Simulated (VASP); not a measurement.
# Na3TeF (Pm-3m) in VASP: a series of runs

Na3TeF is run at these levels: PBE; tasks: vibrations by perturbation theory.

All numbers are computed with VASP 6.6.1; they aren't measurements. Logs are shortened: lines on timing, memory, paths and dates and some standing lists are left out, and cuts for length are marked.

**1. The cell of the first run**

Symmetry: Pm-3m, No. 221, cubic system. The conventional cell has a = 4.606 Å, b = 4.606 Å, c = 4.606 Å, α = 90.00°, β = 90.00°, γ = 90.00°. Te (site symmetry m-3m) has 12 Na at 3.26 Å and 8 F at 3.99 Å within 4.3 Å. Within 3.0 Å of F (site symmetry m-3m) lie 6 Na at 2.30 Å. Within 3.0 Å of Na (site symmetry 4/mmm) lie 2 F at 2.30 Å.

**2. Vibrations by perturbation theory, PBE**

INCAR

```
PREC = Accurate ; ENCUT = 520
EDIFF = 1E-8 ; ISMEAR = 0
SIGMA = 0.01 ; LREAL = F
LASPH = T ; NELM = 100
ALGO = Normal ; ISIF = 2
LWAVE = F ; LCHARG = T
GGA = PE ; NBANDS = 25
IBRION = 8 ; NSW = 1
LEPSILON = T
```

KPOINTS

```
Automatic mesh
0
Gamma
  6 6 6
```

POSCAR

```
Na3TeF
1.0
    4.6058000000      0.0000000000      0.0000000000
    0.0000000000      4.6058000000      0.0000000000
    0.0000000000      0.0000000000      4.6058000000
Te F Na
1 1 3
Direct
    0.0000000000      0.0000000000      0.0000000000
    0.5000000000      0.5000000000      0.5000000000
    0.5000000000      0.5000000000      0.0000000000
    0.5000000000      0.0000000000      0.5000000000
    0.0000000000      0.5000000000      0.5000000000
```

Potentials or basis: VASP PAW PBE potentials, release 64 (Te, F, Na_pv).

The run is started by

```bash
cat potpaw_PBE.64/Te/POTCAR potpaw_PBE.64/F/POTCAR potpaw_PBE.64/Na_pv/POTCAR > POTCAR
mpirun -np 1 vasp_std > vasp.out
```

OUTCAR:

```text
PREC = Accurate
   ENCUT = 520
   EDIFF = 1E-8
   ISMEAR = 0
   LREAL = F
   LASPH = T
   NELM = 100
   ISIF = 2
   GGA = PE
   IBRION = 8
   NSW = 1
   LEPSILON = T

 ion  position               nearest neighbor table
   1  0.000  0.000  0.000-
   2  0.500  0.500  0.500-   3 2.30   4 2.30   5 2.30   3 2.30   4 2.30   5 2.30
   3  0.500  0.500  0.000-   2 2.30   2 2.30
   4  0.500  0.000  0.500-   2 2.30   2 2.30
   5  0.000  0.500  0.500-   2 2.30   2 2.30

  LATTYP: Found a simple cubic cell.
 ALAT       =     4.6058000000

  Lattice vectors:

 A1 = (   4.6058000000,   0.0000000000,   0.0000000000)
 A2 = (   0.0000000000,   4.6058000000,   0.0000000000)
 A3 = (   0.0000000000,   0.0000000000,   4.6058000000)

Analysis of symmetry for initial positions (statically):
=====================================================================
 Subroutine PRICEL returns:
 Original cell was already a primitive cell.

 Routine SETGRP: Setting up the symmetry group for a
 simple cubic supercell.

 Subroutine GETGRP returns: Found 48 space group operations
 (whereof 48 operations were pure point group operations)
 out of a pool of 48 trial point group operations.

The static configuration has the point symmetry O_h .

Analysis of symmetry for dynamics (positions and initial velocities):
=====================================================================
 Subroutine PRICEL returns:
 Original cell was already a primitive cell.

 Routine SETGRP: Setting up the symmetry group for a
 simple cubic supercell.

 Subroutine GETGRP returns: Found 48 space group operations
 (whereof 48 operations were pure point group operations)
 out of a pool of 48 trial point group operations.

The dynamic configuration has the point symmetry O_h .

 Subroutine INISYM returns: Found 48 space group operations
 (whereof 48 operations are pure point group operations),
 and found     1 'primitive' translations

----------------------------------------------------------------------------------------

                                     Primitive cell

  volume of cell :      97.7046

  direct lattice vectors                    reciprocal lattice vectors
     4.605800000  0.000000000  0.000000000     0.217117547  0.000000000  0.000000000
     0.000000000  4.605800000  0.000000000     0.000000000  0.217117547  0.000000000
     0.000000000  0.000000000  4.605800000     0.000000000  0.000000000  0.217117547

  length of vectors
     4.605800000  4.605800000  4.605800000     0.217117547  0.217117547  0.217117547

  position of ions in fractional coordinates (direct lattice)
     0.000000000  0.000000000  0.000000000
     0.500000000  0.500000000  0.500000000
     0.500000000  0.500000000  0.000000000
     0.500000000  0.000000000  0.500000000
     0.000000000  0.500000000  0.500000000

  ion indices of the primitive-cell ions
   primitive index   ion index
                 1           1
                 2           2
                 3           3
[... 766 lines left out ...]

 INTERNAL STRAIN TENSOR  FOR ION    3  DIRECTION 3   (eV/Angst):
 -----------------------------------------------------------------------------
     0.02083  0.00000 -0.00000
     0.00000  0.02083  0.00000
     0.00000 -0.00000  0.02158

 MACROSCOPIC STATIC DIELECTRIC TENSOR (including local field effects in DFT)
 ------------------------------------------------------
           4.170062     0.000000    -0.000000
           0.000000     4.170062    -0.000000
           0.000000    -0.000000     4.170062
 ------------------------------------------------------

 PIEZOELECTRIC TENSOR (including local field effects)  for field in x, y, z        (e  Angst)
          XX          YY          ZZ          XY          YZ          ZX
  --------------------------------------------------------------------------------
  x     0.00000     0.00000     0.00000     0.00000     0.00000     0.00000
  y     0.00000     0.00000     0.00000     0.00000     0.00000     0.00000
  z     0.00000     0.00000     0.00000     0.00000     0.00000     0.00000

 PIEZOELECTRIC TENSOR (including local field effects)  for field in x, y, z        (C/m^2)
          XX          YY          ZZ          XY          YZ          ZX
  --------------------------------------------------------------------------------
  x     0.00000     0.00000     0.00000     0.00000     0.00000     0.00000
  y     0.00000     0.00000     0.00000     0.00000     0.00000     0.00000
  z     0.00000     0.00000     0.00000     0.00000     0.00000     0.00000

 BORN EFFECTIVE CHARGES (including local field effects) (in |e|, cummulative output)
 ---------------------------------------------------------------------------------
 ion    1
    1    -1.90803    -0.00000    -0.00000
    2    -0.00000    -1.90803    -0.00000
    3    -0.00000    -0.00000    -1.90803
 ion    2
    1    -1.45529    -0.00000    -0.00000
    2    -0.00000    -1.45529    -0.00000
    3    -0.00000    -0.00000    -1.45529
 ion    3
    1     1.29411    -0.00000    -0.00000
    2    -0.00000     1.29411     0.00000
    3     0.00000     0.00000     0.77511
 ion    4
    1     1.29411     0.00000     0.00000
    2     0.00000     0.77511    -0.00000
    3     0.00000    -0.00000     1.29411
 ion    5
    1     0.77511     0.00000    -0.00000
    2     0.00000     1.29411     0.00000
    3     0.00000     0.00000     1.29411

 INTERNAL STRAIN TENSOR FOR ION    5 for displacements in x,y,z  (eV/Angst):
          X           Y           Z          XY          YZ          ZX
  --------------------------------------------------------------------------------
  x     0.00000     0.00000     0.00000     0.00000     0.00000     0.00000
  y     0.00000     0.00000     0.00000     0.00000     0.00000     0.00000
  z     0.00000     0.00000     0.00000     0.00000     0.00000     0.00000

 SECOND DERIVATIVES (NOT SYMMETRIZED)
 ------------------------------------
               1X          1Y          1Z          2X          2Y          2Z          3X          3Y          3Z          4X          4Y          4Z          5X          5Y          5Z
  1X    -2.870028    0.000000   -0.000000    0.927245   -0.000000    0.000000    0.832848    0.000000   -0.000000    0.832848    0.000000   -0.000000    0.277087    0.000000   -0.000000
  1Y     0.000000   -2.870028   -0.000000   -0.000000    0.927245    0.000000    0.000000    0.832848   -0.000000    0.000000    0.277087   -0.000000    0.000000    0.832848   -0.000000
  1Z    -0.000000    0.000000   -2.870028   -0.000000   -0.000000    0.927245    0.000000   -0.000000    0.277087    0.000000   -0.000000    0.832848    0.000000   -0.000000    0.832848
  2X     0.947334   -0.000000   -0.000000   -3.775413    0.000000    0.000000    0.338887    0.000000   -0.000000    0.338887    0.000000   -0.000000    2.150304   -0.000000   -0.000000
  2Y    -0.000000    0.947334   -0.000000    0.000000   -3.775413    0.000000   -0.000000    0.338887   -0.000000   -0.000000    2.150304   -0.000000    0.000000    0.338887    0.000000
  2Z     0.000000    0.000000    0.947334   -0.000000    0.000000   -3.775413    0.000000   -0.000000    2.150304    0.000000   -0.000000    0.338887   -0.000000   -0.000000    0.338887
  3X     0.850387    0.000000    0.000000    0.337642    0.000000    0.000000   -1.808630    0.000000    0.000000   -0.219524    0.000000    0.000000    0.840124    0.000000    0.000000
  3Y     0.000000    0.850387    0.000000    0.000000    0.337642    0.000000    0.000000   -1.808630    0.000000    0.000000    0.840124    0.000000    0.000000   -0.219524    0.000000
  3Z    -0.000000   -0.000000    0.303152    0.000000    0.000000    2.156443    0.000000    0.000000   -4.157866    0.000000    0.000000    0.849136   -0.000000   -0.000000    0.849136
  4X     0.850387    0.000000    0.000000    0.337642    0.000000    0.000000   -0.219524    0.000000    0.000000   -1.808630    0.000000    0.000000    0.840124    0.000000    0.000000
  4Y    -0.000000    0.303152   -0.000000   -0.000000    2.156443    0.000000   -0.000000    0.849136    0.000000   -0.000000   -4.157866    0.000000    0.000000    0.849136    0.000000
  4Z     0.000000    0.000000    0.850387    0.000000    0.000000    0.337642    0.000000    0.000000    0.840124    0.000000    0.000000   -1.808630    0.000000    0.000000   -0.219524
  5X     0.303152   -0.000000   -0.000000    2.156443   -0.000000    0.000000    0.849136   -0.000000    0.000000    0.849136    0.000000   -0.000000   -4.157866   -0.000000    0.000000
  5Y     0.000000    0.850387    0.000000    0.000000    0.337642    0.000000    0.000000   -0.219524    0.000000    0.000000    0.840124    0.000000    0.000000   -1.808630    0.000000
  5Z     0.000000    0.000000    0.850387    0.000000    0.000000    0.337642    0.000000    0.000000    0.840124    0.000000    0.000000   -0.219524    0.000000    0.000000   -1.808630

 Eigenvectors and eigenvalues of the dynamical matrix
 ----------------------------------------------------

   1 f  =    8.497912 THz    53.393956 2PiTHz  283.459833 cm-1    35.144524 meV
             X         Y         Z           dx          dy          dz
      0.000000  0.000000  0.000000     0.000993   -0.044439   -0.000000
      2.302900  2.302900  2.302900    -0.016033    0.717821    0.000000
      2.302900  2.302900  0.000000    -0.001544    0.069147    0.000000
      2.302900  0.000000  2.302900    -0.001544   -0.687529    0.000000
      0.000000  2.302900  2.302900     0.015357    0.069147   -0.000000
[... 105 lines left out ...]
  15 f/i=    0.027990 THz     0.175864 2PiTHz    0.933631 cm-1     0.115755 meV
             X         Y         Z           dx          dy          dz
      0.000000  0.000000  0.000000     0.045905    0.132752   -0.761096
      2.302900  2.302900  2.302900     0.017445    0.050448   -0.289231
      2.302900  2.302900  0.000000     0.019247    0.055661   -0.316969
      2.302900  0.000000  2.302900     0.019247    0.055286   -0.319116
      0.000000  2.302900  2.302900     0.019118    0.055661   -0.319116

--------------------------------------------------------------------------------------------------------

 MACROSCOPIC STATIC DIELECTRIC TENSOR IONIC CONTRIBUTION
 ------------------------------------------------------
           5.023448     0.000000     0.000000
           0.000000     5.023448     0.000000
           0.000000     0.000000     5.023448
 ------------------------------------------------------

 ELASTIC MODULI CONTR FROM IONIC RELAXATION (kBar)
 Direction    XX          YY          ZZ          XY          YZ          ZX
 --------------------------------------------------------------------------------
 XX           0.0000      0.0000      0.0000      0.0000      0.0000      0.0000
 YY           0.0000      0.0000      0.0000      0.0000      0.0000      0.0000
 ZZ           0.0000      0.0000      0.0000      0.0000      0.0000      0.0000
 XY           0.0000      0.0000      0.0000      0.0000      0.0000      0.0000
 YZ           0.0000      0.0000      0.0000      0.0000      0.0000      0.0000
 ZX           0.0000      0.0000      0.0000      0.0000      0.0000      0.0000
 --------------------------------------------------------------------------------

 PIEZOELECTRIC TENSOR IONIC CONTR  for field in x, y, z        (C/m^2)
          XX          YY          ZZ          XY          YZ          ZX
  --------------------------------------------------------------------------------
  x     0.00000     0.00000     0.00000     0.00000     0.00000     0.00000
  y     0.00000     0.00000     0.00000     0.00000     0.00000     0.00000
  z     0.00000     0.00000     0.00000     0.00000     0.00000     0.00000
```

Run time: 25 min. Hardware: 1 thread of Intel Xeon 8259CL, shared host; peak memory 0.56 GiB.

Results:

```yaml
Electronic_dielectric_tensor_diagonal: 4.17
Born_charges_mean_of_the_diagonal: Te -1.91; F -1.46; Na +1.12 e
Highest_phonon_frequency_at_Γ_LO-TO_splitting_left_out: 283 cm⁻¹
```

Phonon frequencies in cm⁻¹ (negative: imaginary):
```csv
q point,frequencies
"(0.000, 0.000, 0.000)",-1 -1 -1 122 122 122 137 137 137 195 195 195 283 283 283
```

Electronic dielectric tensor:
```
4.17 0.00 0.00
0.00 4.17 0.00
0.00 0.00 4.17
```

Born effective charge tensors (e):
atom 1, Te
```
-1.91  0.00  0.00
 0.00 -1.91  0.00
 0.00  0.00 -1.91
```
atom 2, F
```
-1.46  0.00  0.00
 0.00 -1.46  0.00
 0.00  0.00 -1.46
```
atom 3, Na
```
1.29 0.00 0.00
0.00 1.29 0.00
0.00 0.00 0.78
```
atom 4, Na
```
1.29 0.00 0.00
0.00 0.78 0.00
0.00 0.00 1.29
```
atom 5, Na
```
0.78 0.00 0.00
0.00 1.29 0.00
0.00 0.00 1.29
```

Caveat: the cell stands under pressure or tension, which shifts response properties; spin-orbit coupling is left out, which moves the levels of the heavy elements.

(Part 1 of 2 ends here.)
